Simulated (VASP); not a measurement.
A run of VASP 6.6.1 is set up as follows.

INCAR

```
SYSTEM = Si4Ru
PREC     = Accurate       ! precision mode
ENCUT    = 520            ! plane-wave cutoff, eV
EDIFF    = 1E-6           ! SCF threshold, eV
ISMEAR   = 0              ! smearing method
SIGMA    = 0.1            ! smearing width, eV
LREAL    = .False.        ! projectors in reciprocal space
LASPH    = .True.         ! aspherical terms in the spheres
NELM     = 100            ! most SCF steps
ALGO     = Normal         ! electronic algorithm
ISIF     = 2              ! what is computed and relaxed
LWAVE    = .False.        ! write WAVECAR
LCHARG   = .False.        ! write CHGCAR
GGA      = PE             ! functional
NBANDS   = 23             ! bands
```

File KPOINTS:

```
Automatic mesh
0
Gamma
  8 8 8
  0 0 0
```

Contents of POSCAR:

```
Si4Ru
1.0
    4.5891120146      0.0000000000      0.0000000000
    0.0000000000      4.5891120146      0.0000000000
    0.0000000000      0.0000000000      4.5891120146
Si Ru
4 1
Direct
    0.0000000000      0.5000000000      0.5000000000
    0.5000000000      0.5000000000      0.0000000000
    0.5000000000      0.0000000000      0.5000000000
    0.0000000000      0.0000000000      0.0000000000
    0.5000000000      0.5000000000      0.5000000000
```

Potentials or basis: VASP PAW PBE potentials, release 64 (Si, Ru_pv).

Run with:

```bash
$ cat potpaw_PBE.64/Si/POTCAR potpaw_PBE.64/Ru_pv/POTCAR > POTCAR
$ mpirun -np 1 vasp_std > vasp.out
```

Task: Predict the band gap on the k mesh.

Result: Zero (bands 15 and 16 overlap by 0.89 eV).

Task: Estimate the pressure.

Result: 0.0 GPa.
